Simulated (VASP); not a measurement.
Here is a VASP 6.6.1 calculation.

Contents of INCAR:

```
SYSTEM = ZnAu
PREC = Accurate
ENCUT = 520
EDIFF = 1E-6
ISMEAR = -1
SIGMA = 0.01
LREAL = .False.
LASPH = .True.
NELM = 80
ALGO = Normal
ISIF = 2
LWAVE = .False.
LCHARG = .True.
GGA = PE
LELF = .True.
LVHAR = .True.
NBANDS = 18
```

File KPOINTS:

```
regular mesh
0
Gamma
  13 13 13
  0 0 0
```

The input POSCAR:

```
ZnAu
1.0
    3.1470000000      0.0000000000      0.0000000000
    0.0000000000      3.1470000000      0.0000000000
    0.0000000000      0.0000000000      3.1470000000
Zn Au
1 1
Direct
    0.5000000000      0.5000000000      0.5000000000
    0.0000000000      0.0000000000      0.0000000000
```

Potentials or basis: VASP PAW PBE potentials, release 64 (Zn, Au).

The run is started by

```console
$ cat potpaw_PBE.64/Zn/POTCAR potpaw_PBE.64/Au/POTCAR > POTCAR
$ mpirun -np 1 vasp_std > vasp.out
```

Question: Estimate the pressure.

Answer: 5.0 GPa.

Question: Predict the band gap on the k mesh.

Answer: Zero (an odd number of electrons rules out a gap without spin polarisation).

Caveat: the cell stands under pressure; spin-orbit coupling is left out, which moves the levels of the heavy elements.
